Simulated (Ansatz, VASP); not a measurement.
## Be2C in VASP and in Ansatz

Contents of POSCAR:

```
Be2C
1.0
    0.0000000000      2.1604856744      2.1604856744
    2.1604856744      0.0000000000      2.1604856744
    2.1604856744      2.1604856744      0.0000000000
Be C
2 1
Direct
    0.7500000000      0.7500000000      0.7500000000
    0.2500000000      0.2500000000      0.2500000000
    0.0000000000      0.0000000000      0.0000000000
```

File INCAR.step1:

```
SYSTEM = Be2C
PREC = Accurate ; ENCUT = 520
EDIFF = 1E-5 ; ISMEAR = 0
SIGMA = 0.01 ; LREAL = .False.
LASPH = .True. ; NELM = 120
ALGO = Normal ; ISIF = 2
LWAVE = .True. ; LCHARG = .False.
NBANDS = 11 ; GGA = PE
GGA_COMPAT = .False.
```

Contents of INCAR.step2:

```
SYSTEM = Be2C
PREC = Accurate ; ENCUT = 520
EDIFF = 1E-6 ; ISMEAR = 0
SIGMA = 0.01 ; LREAL = .False.
LASPH = .True. ; NELM = 120
ALGO = Normal ; ISIF = 2
LWAVE = .False. ; LCHARG = .False.
GGA = PE ; LHFCALC = .True.
AEXX = 0.4 ; HFSCREEN = 0.2078
PRECFOCK = Normal ; NBANDS = 11
ISTART = 1 ; GGA_COMPAT = .False.
```

Contents of KPOINTS:

```
regular mesh
0
Gamma
  4 4 4
  0 0 0
```

Input for Ansatz:

```yaml
crystal:
  lattice:
    - [0.0, 2.1604856744, 2.1604856744]
    - [2.1604856744, 0.0, 2.1604856744]
    - [2.1604856744, 2.1604856744, 0.0]
  atoms:
    - { symbol: Be, position: [0.75, 0.75, 0.75] }
    - { symbol: Be, position: [0.25, 0.25, 0.25] }
    - { symbol: C, position: [0.0, 0.0, 0.0] }
kpoints:
  mp_grid: { grid: [4, 4, 4] }
hamiltonian:
  xc:
    exchange: pbe
    correlation: pbe
    exx: { coeff: 0.4, omega: 0.2078 }
scf:
  occupations: { method: fixed }
  n_extra_bands: 4
output:
  forces: true
  stress: true
  eigenvalues: true
```

Alike in both runs: task single point; functional PBE-based screened hybrid; k mesh 4 × 4 × 4; no spin polarisation.

```csv
,VASP,Ansatz
version,VASP 6.6.1,Ansatz 0.2.0
potentials or method,"VASP PAW PBE potentials, release 64 (Be, C)",plane waves
plane-wave cutoff (eV),520,420
occupations,"gaussian, width 0.01 eV",fixed
valence electrons in the cell,8,8
```

Ansatz gave:

- gap on the k mesh at the Fermi level (eV): 2.41
- pressure (GPa): -3.9

Task: What did VASP give for the same quantities?

Result: gap on the k mesh at the Fermi level (eV): 2.41; pressure (GPa): -3.8.

VASP's potentials were made for PBE, not for PBE-based screened hybrid. Ansatz's warnings: stress exchange threshold loose, stress scf threshold loose.

The k mesh is coarse, so the values compare programs but aren't converged.
